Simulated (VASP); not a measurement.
# V (Im-3m) in VASP: notebook, part 2 of 2

VASP 6.6.1. Earlier steps stand in the parts before.

## Step 6: Single point, PBEsol+D4, collinear spin, ferromagnetic start

This run uses another cell than the first one, of 13.61 Å³/atom, 1.043 times its volume.

File INCAR:

```
PREC     = Accurate       # precision mode
ENCUT    = 520            # plane-wave cutoff, eV
EDIFF    = 1E-6           # SCF threshold, eV
ISMEAR   = -1             # smearing method
SIGMA    = 0.05           # smearing width, eV
LREAL    = False          # projectors in reciprocal space
LASPH    = True           # aspherical terms in the spheres
NELM     = 150            # most SCF steps
ALGO     = Fast           # electronic algorithm
ISIF     = 2              # what is computed and relaxed
LWAVE    = False          # write WAVECAR
LCHARG   = True           # write CHGCAR
ISPIN    = 2              # spin polarisation
MAGMOM   = 2              # initial moments
LORBIT   = 11             # projections on sites
LMAXMIX  = 4              # l up to which the mixer works
GGA      = PS             # functional
IVDW     = 13             # dispersion correction
LELF     = True           # ELF
LVHAR    = True         
NBANDS   = 16             # bands
```

File KPOINTS:

```
regular mesh
0
Gamma
  12 12 12
```

File POSCAR:

```
V
1.0
   -1.5041862709      1.5041862709      1.5041862709
    1.5041862709     -1.5041862709      1.5041862709
    1.5041862709      1.5041862709     -1.5041862709
V
1
Direct
    0.0000000000      0.0000000000      0.0000000000
```

Potentials or basis: VASP PAW PBE potentials, release 64 (V_sv).

On the command line:

```sh
$ cat potpaw_PBE.64/V_sv/POTCAR > POTCAR
$ mpirun -np 1 vasp_std > vasp.out
```

OUTCAR:

```text
PREC = Accurate
   ENCUT = 520
   EDIFF = 1E-6
   ISMEAR = -1
   LREAL = False
   LASPH = True
   NELM = 150
   ISIF = 2
   ISPIN = 2
   LORBIT = 11
   GGA = PS
   IVDW = 13

 ion  position               nearest neighbor table
   1  0.000  0.000  0.000-

  LATTYP: Found a body centered cubic cell.
 ALAT       =     3.0083725418

  Lattice vectors:

 A1 = (  -1.5041862709,   1.5041862709,   1.5041862709)
 A2 = (   1.5041862709,  -1.5041862709,   1.5041862709)
 A3 = (   1.5041862709,   1.5041862709,  -1.5041862709)

Analysis of symmetry for initial positions (statically):
=====================================================================
 Subroutine PRICEL returns:
 Original cell was already a primitive cell.

 Routine SETGRP: Setting up the symmetry group for a
 body centered cubic supercell.

 Subroutine GETGRP returns: Found 48 space group operations
 (whereof 48 operations were pure point group operations)
 out of a pool of 48 trial point group operations.

The static configuration has the point symmetry O_h .

Analysis of symmetry for dynamics (positions and initial velocities):
=====================================================================
 Subroutine PRICEL returns:
 Original cell was already a primitive cell.

 Routine SETGRP: Setting up the symmetry group for a
 body centered cubic supercell.

 Subroutine GETGRP returns: Found 48 space group operations
 (whereof 48 operations were pure point group operations)
 out of a pool of 48 trial point group operations.

The dynamic configuration has the point symmetry O_h .

Analysis of structural, dynamic, and magnetic symmetry:
=====================================================================
 Subroutine PRICEL returns:
 Original cell was already a primitive cell.

 Routine SETGRP: Setting up the symmetry group for a
 body centered cubic supercell.

 Subroutine GETGRP returns: Found 48 space group operations
 (whereof 48 operations were pure point group operations)
 out of a pool of 48 trial point group operations.

The overall configuration has the point symmetry O_h .

 Subroutine INISYM returns: Found 48 space group operations
 (whereof 48 operations are pure point group operations),
 and found     1 'primitive' translations

----------------------------------------------------------------------------------------

                                     Primitive cell

  volume of cell :      13.6133

  direct lattice vectors                    reciprocal lattice vectors
    -1.504186271  1.504186271  1.504186271     0.000000000  0.332405640  0.332405640
     1.504186271 -1.504186271  1.504186271     0.332405640  0.000000000  0.332405640
     1.504186271  1.504186271 -1.504186271     0.332405640  0.332405640  0.000000000

  length of vectors
     2.605327045  2.605327045  2.605327045     0.470092564  0.470092564  0.470092564

  position of ions in fractional coordinates (direct lattice)
     0.000000000  0.000000000  0.000000000

  ion indices of the primitive-cell ions
   primitive index   ion index
                 1           1

----------------------------------------------------------------------------------------

 KPOINTS: regular mesh

Automatic generation of k-mesh.
 Grid dimensions read from file:
[... 47 lines left out ...]
   k-points           NKPTS =     72   k-points in BZ     NKDIM =     72   number of bands    NBANDS=     16
   number of dos      NEDOS =    301   number of ions     NIONS =      1
   total plane-waves  NPLWV =   8000
   dimension x,y,z NGX =    20 NGY =   20 NGZ =   20
   dimension x,y,z NGXF=    40 NGYF=   40 NGZF=   40
   ions per type =               1
   NGX,Y,Z   is equivalent  to a cutoff of  12.76, 12.76, 12.76 a.u.
   NGXF,Y,Z  is equivalent  to a cutoff of  25.52, 25.52, 25.52 a.u.
 SYSTEM =  unknown system
   PREC   = accura    normal or accurate (medium, high low for compatibility)
   ISTART =      0    job   : 0-new  1-cont  2-samecut
   ICHARG =      2    charge: 1-file 2-atom 10-const
   ISPIN  =      2    spin polarized calculation?
   LNONCOLLINEAR =      F non collinear calculations
   LSORBIT =      F    spin-orbit coupling
   LASPH  =      T    aspherical Exc in radial PAW
   ENCUT  =  520.0 eV  38.22 Ry    6.18 a.u.   4.84  4.84  4.84*2*pi/ulx,y,z
   NELM   =    150;   NELMIN=  2; NELMDL= -5     # of ELM steps
   EDIFF  = 0.1E-05   stopping-criterion for ELM
   LREAL  =      F    real-space projection
[... 7 lines left out ...]
   TEBEG  =    0.0;   TEEND  =   0.0 temperature during run
   PSTRESS=    0.0 pullay stress
   NELECT =      13.0000    total number of electrons
   NUPDOWN=      -1.0000    fix difference up-down
   EMIN   =  10.00;   EMAX   =-10.00  energy-range for DOS
   EFERMI =   0.00;   METHOD = LEGACY
   ISMEAR =    -1;   SIGMA  =   0.05  broadening in eV -4-tet -1-fermi 0-gaus
   EFERMI_NEDOS =   21; number of points for ismear=-14 and -15
   IALGO  =     68    algorithm
   IMIX   =      4    mixing-type and parameters
     AMIX     =   0.40;   BMIX     =  1.00
     AMIX_MAG =   1.60;   BMIX_MAG =  1.00
  volume/ion in A,a.u.               =      13.61        91.87
  Fermi-wavevector in a.u.,A,eV,Ry     =   1.612133  3.046491 35.361193  2.598974
  Thomas-Fermi vector in A             =   2.707412
   LORBIT       =     11    0 simple, 1 ext, 2 COOP (PROOUT), +10 PAW based schemes
   GGA     = PS    functional components
   LHFCALC =     F    Hartree Fock is set to
   AEXX    =    0.0000 exact exchange contribution
   IVDW    =    13    specifies the selected vdW correction
   LEPSILON=     F    determine dielectric tensor
   LRPA    =     F    only Hartree local field effects (RPA)
 spin polarized calculation
 RMM-DIIS sequential band-by-band and
  energy-cutoff  :      520.00
  volume of cell :       13.61
 maximum number of plane-waves:       380
   NGX =  9   NGY =  9   NGZ =  9

 number of electron      12.9999991 magnetization       0.0114627

 Free energy of the ion-electron system (eV)
  ---------------------------------------------------
  ext. energy  EPLUGINS =         0.00000000
  ---------------------------------------------------
  free energy    TOTEN  =        -9.61826188 eV

  energy without entropy =       -9.60036563  energy(sigma->0) =       -9.60931375

 E-fermi :   9.4233     XC(G=0): -12.9991

 val. band max:        9.4181338753   @ k =  -0.1667   0.2500   0.0833
 cond. band min:       9.4257296996   @ k =  -0.4167   0.5000   0.1667
 fundamental gap:      0.0075958243
 Fermi energy:         9.4233205204

 spin component 1

 k-point     1 :       0.0000    0.0000    0.0000
  band No.  band energies     occupation
      1     -54.0571      1.00000
      2     -27.4752      1.00000
      3     -27.4752      1.00000
      4     -27.4752      1.00000
      5       2.8524      1.00000
      6       9.8392      0.00024
[... 435 lines left out ...]
      5       6.7266      1.00000
      6       8.2277      1.00000
[... 8 lines left out ...]
     15      38.5599      0.00000
     16      38.8663      0.00000

 [... further k-points ...]

 spin component 2

 k-point     1 :       0.0000    0.0000    0.0000
  band No.  band energies     occupation
      1     -54.0485      1.00000
      2     -27.4667      1.00000
      3     -27.4667      1.00000
      4     -27.4667      1.00000
      5       2.8595      1.00000
      6       9.8492      0.00020
[... 435 lines left out ...]
      5       6.7346      1.00000
      6       8.2372      1.00000
[... 8 lines left out ...]
     15      38.5676      0.00000
     16      38.8738      0.00000

 [... further k-points ...]

------------------------ aborting loop because EDIFF is reached ----------------------------------------

  DFT-D4 for vdW energy calculation

  Edisp (eV):   -0.18777

  FORCE on cell =-STRESS in cart. coord.  units (eV):
  Direction    XX          YY          ZZ          XY          YZ          ZX
  --------------------------------------------------------------------------------------
  -------------------------------------------------------------------------------------
  Total      -0.91614    -0.91614    -0.91614     0.00000     0.00000    -0.00000
  in kB    -107.82167  -107.82167  -107.82167     0.00000     0.00000    -0.00000
  external pressure =     -107.82 kB  Pullay stress =        0.00 kB

 VOLUME and BASIS-vectors are now :
 -----------------------------------------------------------------------------
  energy-cutoff  :      520.00
  volume of cell :       13.61
      direct lattice vectors                 reciprocal lattice vectors
    -1.504186271  1.504186271  1.504186271     0.000000000  0.332405640  0.332405640
     1.504186271 -1.504186271  1.504186271     0.332405640  0.000000000  0.332405640
     1.504186271  1.504186271 -1.504186271     0.332405640  0.332405640  0.000000000

 POSITION                                       TOTAL-FORCE (eV/Angst)
 -----------------------------------------------------------------------------------
      0.00000      0.00000      0.00000         0.000000     -0.000000      0.000000
 -----------------------------------------------------------------------------------
    total drift:                                0.000000     -0.000000      0.000000

  FREE ENERGIE OF THE ION-ELECTRON SYSTEM (eV)
  ---------------------------------------------------
  free  energy   TOTEN  =        -9.8060308296 eV

  energy  without entropy=       -9.7881345828  energy(sigma->0) =       -9.79708271

 total charge

# of ion       s       p       d       tot
------------------------------------------
    1        2.340   6.220   3.080  11.639

 magnetization (x)

# of ion       s       p       d       tot
------------------------------------------
    1        0.000   0.001   0.007   0.008
```

It took 17 s on 1 thread of Intel Xeon 6975P-C (Granite Rapids), shared host; peak memory 0.14 GiB.

Results:

```
Free energy                                           : -9.8060 eV
Pressure                                              : -10.8 GPa
Net moment                                            : 0.01 μB per cell
Valence electrons inside the program's atomic spheres : V 11.64
Dispersion energy per atom                            : -0.188 eV
```

Levels at points of the mesh, in eV from the Fermi level:
Spin up:
```
           k point  band 4  band 5  band 6  band 7  band 8  band 9
(0.00, 0.00, 0.00)  -36.90   -6.57    0.42    0.42    0.42    2.40
(0.50, 0.00, 0.00)  -36.91   -3.14   -1.11    1.61    2.40    2.75
(0.50, 0.50, 0.50)  -37.50   -2.95   -2.95    3.70    3.70    3.70
```
Spin down:
```
           k point  band 2  band 3  band 4  band 5  band 6  band 7  band 8  band 9  band 10  band 11
(0.00, 0.00, 0.00)  -36.89  -36.89  -36.89   -6.56    0.43    0.43    0.43    2.40     2.40    20.41
(0.50, 0.00, 0.00)  -37.77  -37.17  -36.90   -3.14   -1.10    1.62    2.40    2.76     4.10    10.06
(0.50, 0.50, 0.50)  -37.49  -37.49  -37.49   -2.95   -2.95    3.71    3.71    3.71    10.09    10.09
```

Caveat: the PAW data sets were made with another functional, which shifts forces and pressure a little; pairwise dispersion overbinds metals, which lowers pressure and volume.

## Step 7: Summary

```csv
level,cell,gap on the mesh (eV),pressure (GPa),moment (μB)
PBEsol+D4,"a = 2.569 Å, angles 109.5°, 1 atom",none,-3.7,0.00
revPBE+D3(BJ),"a = 2.569 Å, angles 109.5°, 1 atom",none,-7.6,0.00
PBEsol+D4,"a = 2.587 Å, angles 109.5°, 1 atom",none,-7.4,0.01
revPBE+D3(BJ),"a = 2.587 Å, angles 109.5°, 1 atom",none,-11.1,0.00
PBEsol+D4,"a = 2.605 Å, angles 109.5°, 1 atom",none,-10.8,0.01
```

Alike in all rows: task single point; potentials or basis VASP PAW PBE potentials, release 64 (V_sv); spin collinear, ferromagnetic start; k mesh 12 × 12 × 12; cutoff (eV) 520; smearing fermi-dirac 0.05 eV.

Caveats: the PAW data sets were made with another functional, which shifts forces and pressure a little; pairwise dispersion overbinds metals, which lowers pressure and volume.

Absolute energies hang on the potentials; compare differences alone.
